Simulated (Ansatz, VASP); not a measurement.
# Two plane-wave programs on Cd

File INCAR:

```
PREC = Accurate ; ENCUT = 520
EDIFF = 1E-6 ; ISMEAR = -1
SIGMA = 0.1 ; LREAL = False
LASPH = True ; NELM = 80
ALGO = Normal ; ISIF = 2
LWAVE = False ; LCHARG = False
GGA = PE ; NBANDS = 19
```

Contents of KPOINTS:

```
Automatic mesh
0
Gamma
  14 14 14
```

The input POSCAR:

```
Cd
1.0
   -2.7804564479      2.7804564479      1.4215283759
    2.7804564479     -2.7804564479      1.4215283759
    2.7804564479      2.7804564479     -1.4215283759
Cd
2
Direct
   -0.3750000000     -0.1250000000     -0.2500000000
    0.3750000000      0.1250000000      0.2500000000
```

Input for Ansatz:

```yaml
crystal:
  lattice:
    - [-2.7804564479, 2.7804564479, 1.4215283759]
    - [2.7804564479, -2.7804564479, 1.4215283759]
    - [2.7804564479, 2.7804564479, -1.4215283759]
  atoms:
    - { symbol: Cd, position: [-0.375, -0.125, -0.25] }
    - { symbol: Cd, position: [0.375, 0.125, 0.25] }
kpoints:
  mp_grid: { grid: [14, 14, 14] }
scf:
  occupations: { method: fermi_dirac, width: 0.1 }
hamiltonian:
  xc: pbe
  pseudopotentials: { kind: paw }
output:
  forces: true
  stress: true
  eigenvalues: true
  populations: true
```

Change from the starting cell: volume scaled by 0.85, PAW files.

Alike in both runs: task single point; functional PBE; k mesh 14 × 14 × 14; occupations fermi-dirac, width 0.1 eV; no spin polarisation.

|  | VASP | Ansatz |
| --- | --- | --- |
| version | VASP 6.6.1 | Ansatz 0.2.0 |
| potentials or method | VASP PAW PBE potentials, release 64 (Cd) | PAW with Ansatz's default frozen-core files, scalar-relativistic |
| plane-wave cutoff (eV) | 520 | 420 |
| valence electrons in the cell | 24 | 40 |

|  | VASP | Ansatz | Ansatz less VASP |
| --- | --- | --- | --- |
| pressure (GPa) | 8.6 | 8.2 | -0.43 |
| traceless stress, the component that is largest in VASP (GPa) | 0.10 | 0.05 | -0.055 |

With one functional, cell and mesh, what is left measures potentials, basis and numerics. VASP's potentials hold 24 valence electrons a cell and Ansatz's 40, so a difference there can come from the potentials and not from the codes.
